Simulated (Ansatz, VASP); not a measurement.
# Tl in VASP and in Ansatz

```
CELL_PARAMETERS angstrom
3.64264 0.00000 -0.00415
0.00000 5.48953 0.00000
-1.81775 0.00000 3.15761
ATOMIC_POSITIONS crystal
Tl 0.66659 0.25000 0.83318
Tl 0.33341 0.75000 0.16682
```

Alike in both runs: functional PBE; k mesh 12 × 8 × 12; occupations gaussian, width 0.1 eV; no spin polarisation.

Ansatz relaxed the structure, and its values are those at the end. VASP's run is a single point on that final structure, the one shown.

|  | VASP | Ansatz |
| --- | --- | --- |
| version | VASP 6.6.1 | Ansatz 0.2.0 |
| potentials or method | VASP PAW PBE potentials, release 64 (Tl_d), cutoff 520 eV | scalar-relativistic, plane waves, PAW |
| valence electrons in the cell | 26 | 26 |

|  | VASP | Ansatz | Ansatz less VASP |
| --- | --- | --- | --- |
| gap on the k mesh at the Fermi level (eV) | none | none | - |
| pressure (GPa) | -0.1 | -0.1 | +0.06 |

A gap of «none» marks a metal or a gap that the smearing closes. With one functional, cell and mesh, what is left measures potentials, basis and numerics. Ansatz's warnings: near symmetry operations not taken.

Neither program's run includes spin-orbit coupling.
